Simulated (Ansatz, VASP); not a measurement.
SiC: VASP beside Ansatz

File POSCAR:

```
SiC
1.0
    3.1391828972      0.0000000000      0.0000000000
   -1.5695914486      2.7186121361      0.0000000000
    0.0000000000      0.0000000000      4.9130700729
Si C
2 2
Direct
    0.3333333333      0.6666666667      0.0000000000
    0.6666666667      0.3333333333      0.5000000000
    0.3333333333      0.6666666667      0.5000000000
    0.6666666667      0.3333333333      1.0000000000
```

INCAR.step1

```
SYSTEM = SiC
ALGO = Normal
EDIFF = 1E-4
ENCUT = 600
GGA = PE
ISMEAR = 0
LASPH = .TRUE.
LCHARG = .FALSE.
LREAL = .FALSE.
LWAVE = .TRUE.
NELM = 100
PREC = Accurate
SIGMA = 0.01
```

File INCAR.step2:

```
SYSTEM = SiC
ALGO = Normal
EDIFF = 1E-6
EDIFFG = -0.002
ENCUT = 600
IBRION = 2
ISIF = 3
ISMEAR = 0
ISTART = 1
LASPH = .TRUE.
LCHARG = .FALSE.
LMIXTAU = .TRUE.
LREAL = .FALSE.
LWAVE = .FALSE.
METAGGA = R2SCAN
NELM = 100
NSW = 100
PREC = Accurate
SIGMA = 0.01
```

Contents of KPOINTS:

```
k-points
0
G
  15 15 8
  0 0 0
```

Input for Ansatz:

```yaml
crystal:
  lattice:
    - [3.1391828972, 0.0, 0.0]
    - [-1.5695914486, 2.7186121361, 0.0]
    - [0.0, 0.0, 4.9130700729]
  atoms:
    - { symbol: Si, position: [0.3333333333, 0.6666666667, 0.0] }
    - { symbol: Si, position: [0.6666666667, 0.3333333333, 0.5] }
    - { symbol: C, position: [0.3333333333, 0.6666666667, 0.5] }
    - { symbol: C, position: [0.6666666667, 0.3333333333, 1.0] }
basis:
  ecutwfc: 500
kpoints:
  mp_grid: { grid: [15, 15, 8] }
hamiltonian:
  xc: r2scan
scf:
  occupations: { method: gaussian, width: 0.01 }
output:
  forces: true
  stress: true
  eigenvalues: true
  write_density: true
  write_potential: true
  elf: true
  volumetric_format: npy
relax:
  adjacent_minimum: "off"
  f_tol: 0.002
  max_steps: 80
  cell: { stress_tol: 0.02 }
```

Alike in both runs: task relaxation of cell and atoms; functional r2SCAN; k mesh 15 × 15 × 8; occupations gaussian, width 0.01 eV; no spin polarisation.

|  | VASP | Ansatz |
| --- | --- | --- |
| version | VASP 6.6.1 | Ansatz 0.2.0 |
| potentials or method | VASP PAW PBE potentials, release 64 (Si, C), cutoff 600 eV | scalar-relativistic, plane waves, PAW |
| valence electrons in the cell | 16 | 16 |

|  | VASP | Ansatz | Ansatz less VASP |
| --- | --- | --- | --- |
| gap on the k mesh at the Fermi level, each at its own relaxed structure (eV) | 0.21 | 0.15 | -0.059 |
| relaxed volume (Å³/atom) | 10.52 | 10.52 | -0.003 |
| relaxed cell length with the largest relative difference (Å) | 4.947 | 4.936 | -0.0106 |

VASP's potentials were made for PBE, not for r2SCAN.
